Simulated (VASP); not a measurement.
Input of a VASP 6.6.1 run:

Contents of INCAR:

```
  ALGO = Normal
  EDIFF = 1E-6
  ENCUT = 520
  ISIF = 2
  ISMEAR = -1
  LASPH = T
  LCHARG = F
  LREAL = F
  LWAVE = F
  NBANDS = 16
  NELM = 80
  PREC = Accurate
  SIGMA = 0.08
```

The input KPOINTS:

```
k-points
0
Gamma
  10 10 10
```

Contents of POSCAR:

```
HgTe
1.0
   -0.0292150000      2.9068925000      2.9068925000
    2.9068925000     -0.0292150000      2.9068925000
    2.9068925000      2.9068925000     -0.0292150000
Hg Te
1 1
Direct
    0.0000000000      0.0000000000      0.0000000000
    0.5000000000      0.5000000000      0.5000000000
```

Potentials or basis: VASP PAW LDA potentials, release 64 (Hg, Te).

Run with:

```bash
$ cat potpaw_LDA.64/Hg/POTCAR potpaw_LDA.64/Te/POTCAR > POTCAR
$ mpirun -np 1 vasp_std > vasp.out
```

(1) Estimate the pressure.

(2) What does it give for the band gap on the k mesh?

Results:

(1) 4.4 GPa.

(2) zero (band 9 reaches 6.24 eV, above the bottom of band 10 at 3.02 eV).

Caveat: the cell differs from its parent crystal (equal xy, yz and zx shear strains of -1 %); spin-orbit coupling is left out, which moves the levels of the heavy elements.
